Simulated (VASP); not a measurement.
Wanted: the native input for a VASP 6.6.1 run.

```yaml
Task: single point
Functional: PBE
Dispersion: D3(BJ)
Potentials_or_basis: VASP PAW PBE potentials, release 64 (Al)
Cutoff: 520 eV
k_mesh: 18 × 18 × 18
Occupations: gaussian, width 0.1 eV
Spin: no spin polarisation
Dipole_correction: no
Further_INCAR_settings: ALGO = Fast; EDIFF = 1e-07; NBANDS = 8
```

The structure of Al lies in POSCAR:

```
Al
1.0
    0.0000000000      1.9913628292      1.9913628292
    1.9913628292      0.0000000000      1.9913628292
    1.9913628292      1.9913628292      0.0000000000
Al
1
Direct
    0.0000000000      0.0000000000      0.0000000000
```

These files were run (other wordings do the same):

INCAR

```
PREC     = Accurate       # precision mode
ENCUT    = 520            # plane-wave cutoff, eV
EDIFF    = 1E-7           # SCF threshold, eV
ISMEAR   = 0              # smearing method
SIGMA    = 0.1            # smearing width, eV
LREAL    = False          # projectors in reciprocal space
LASPH    = True           # aspherical terms in the spheres
NELM     = 80             # most SCF steps
ALGO     = Fast           # electronic algorithm
ISIF     = 2              # what is computed and relaxed
LWAVE    = False          # write WAVECAR
LCHARG   = False          # write CHGCAR
GGA      = PE             # functional
IVDW     = 12             # dispersion correction
NBANDS   = 8              # bands
```

KPOINTS

```
regular mesh
0
Gamma
  18 18 18
```

Potentials or basis: VASP PAW PBE potentials, release 64 (Al).

Launch:

```console
$ cat potpaw_PBE.64/Al/POTCAR > POTCAR
$ mpirun -np 1 vasp_std > vasp.out
```

Results of the run:

The pressure is -0.1 GPa, the band gap on the k mesh is zero (an odd number of electrons rules out a gap without spin polarisation) and the dispersion energy per atom is -0.352 eV.

It took 35 s on 1 thread of Intel Xeon 8259CL (shared host), peak memory 0.15 GiB.
